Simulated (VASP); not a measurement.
# AlN: single point with r2SCAN

AlN:

```xyz
2
Lattice="2.1412 2.1412 0.0000 -2.1412 2.1412 0.0000 0.0000 2.1412 2.2111" Properties=species:S:1:pos:R:3 pbc="T T T"
Al    0.0000    0.0000    0.0000
N    -1.0706    3.2118    1.1056
```

This cell differs from its parent crystal: in-plane strain -0.02.

| Item | Value |
| --- | --- |
| Program | VASP 6.6.1 |
| Task | single point |
| Functional | r2SCAN |
| Potentials or basis | VASP PAW PBE potentials, release 64 (Al, N) |
| Cutoff | 520 eV |
| k mesh | 10 × 10 × 10 |
| Occupations | gaussian, width 0.01 eV |
| Spin | no spin polarisation |
| Dipole correction | no |
| Further INCAR settings | ALGO = Normal; EDIFF = 1e-06; NBANDS = 11 |

| Property | Result |
| --- | --- |
| Pressure | 5.9 GPa |
| Band gap on the k mesh | 3.85 eV, indirect (least direct gap 5.09 eV) |

Stress tensor (GPa, compression positive):
```
7.57 0.00 0.00
0.00 7.57 0.00
0.00 0.00 2.45
```

Levels at points of the mesh, in eV from the valence-band top:
| k point | band 2 | band 3 | band 4 | band 5 | band 6 | band 7 |
| --- | --- | --- | --- | --- | --- | --- |
| (0.00, 0.00, 0.00) | -0.16 | -0.01 | -0.01 | 5.09 | 13.73 | 13.73 |
| (0.50, 0.00, 0.00) | -6.07 | -0.70 | -0.40 | 8.36 | 10.97 | 11.83 |
| (0.50, 0.50, 0.00) | -4.99 | -1.99 | -1.98 | 3.85 | 9.42 | 15.73 |
| (0.00, 0.00, 0.50) | -5.30 | -1.71 | -1.71 | 4.01 | 9.93 | 15.13 |

Run time: 49 s on 1 thread of Intel Xeon 6975P-C (shared host), peak memory 0.15 GiB.

Caveat: the cell differs from its parent crystal (in-plane strain -0.02); the PAW data sets were made with another functional, which shifts forces and pressure a little. A k mesh can miss the band edges.
